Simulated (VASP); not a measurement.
Ta4Al5N9, 18 atoms in the cell. The cell holds a disordered packing, 18 atoms: a = 5.891 Å, b = 6.235 Å, c = 5.872 Å, α = 86.34°, β = 94.93°, γ = 96.31°. 

- Program: VASP 6.6.1
- Task: single point
- Functional: PBE
- Potentials or basis: VASP PAW PBE potentials, release 64 (Al, N, Ta_sv_GW)
- Cutoff: 520 eV
- k mesh: 2 × 2 × 2, shifted
- Occupations: gaussian, width 0.1 eV
- Spin: no spin polarisation
- Dipole correction: no
- Further INCAR settings: LREAL = Auto; ALGO = Normal; EDIFF = 1e-06; NBANDS = 71; ISYM = 0

Potentials or basis: VASP PAW PBE potentials, release 64 (Al, N, Ta_sv_GW).

Run with:

```bash
$ cat potpaw_PBE.64/Al/POTCAR potpaw_PBE.64/N/POTCAR potpaw_PBE.64/Ta_sv_GW/POTCAR > POTCAR
$ mpirun -np 1 vasp_std > vasp.out
```

Hardware: 1 thread of Intel(R) Xeon(R) 6975P-C (Granite Rapids), with other jobs on the host.

Q: Estimate the wall time of this run.

A: Wall time 110 s on 1 thread of Intel(R) Xeon(R) 6975P-C (Granite Rapids), with other jobs on the host, peak memory 0.34 GiB. Counts: scf iterations 24, k points 4.
